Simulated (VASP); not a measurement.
Set up this calculation in VASP 6.6.1, as the native input.

```
Task                   : single point
Functional             : PBEsol
Potentials or basis    : VASP PAW PBE potentials, release 64 (Ti_sv, Al)
Cutoff                 : 520 eV
k mesh                 : 10 × 10 × 10
Occupations            : gaussian, width 0.1 eV
Spin                   : no spin polarisation
Dipole correction      : no
Further INCAR settings : ALGO = Normal; EDIFF = 1e-06; NBANDS = 18
```

The structure of TiAl3 lies in POSCAR:

```
TiAl3
1.0
    3.8261518629      0.0000000000      0.0000000000
    0.0000000000      3.8261518629      0.0000000000
    0.0000000000      0.0000000000      3.8261518629
Ti Al
1 3
Direct
    0.0000000000      0.0000000000      0.0000000000
    0.5000000000      0.5000000000      0.0000000000
    0.5000000000      0.0000000000      0.5000000000
    0.0000000000      0.5000000000      0.5000000000
```

This cell differs from its parent crystal: volume scaled by 0.91.

One way to write it, as run:

INCAR

```
SYSTEM = TiAl3
ALGO     = Normal         ! electronic algorithm
EDIFF    = 1E-6           ! SCF threshold, eV
ENCUT    = 520            ! plane-wave cutoff, eV
GGA      = PS             ! functional
ISIF     = 2              ! what is computed and relaxed
ISMEAR   = 0              ! smearing method
LASPH    = .True.         ! aspherical terms in the spheres
LCHARG   = .False.        ! write CHGCAR
LREAL    = .False.        ! projectors in reciprocal space
LWAVE    = .False.        ! write WAVECAR
NBANDS   = 18             ! bands
NELM     = 60             ! most SCF steps
PREC     = Accurate       ! precision mode
SIGMA    = 0.1            ! smearing width, eV
```

KPOINTS

```
k-points
0
Gamma
  10 10 10
  0 0 0
```

Potentials or basis: VASP PAW PBE potentials, release 64 (Ti_sv, Al).

Run with:

```console
$ cat potpaw_PBE.64/Ti_sv/POTCAR potpaw_PBE.64/Al/POTCAR > POTCAR
$ mpirun -np 1 vasp_std > vasp.out
```

It gave:

| Property | Result |
| --- | --- |
| Pressure | 12.9 GPa |

Caveat: the PAW data sets were made with another functional, which shifts forces and pressure a little.

Run time: 20 s on 1 thread of Intel(R) Xeon(R) 6975P-C (Granite Rapids) (shared host), peak memory 0.18 GiB.
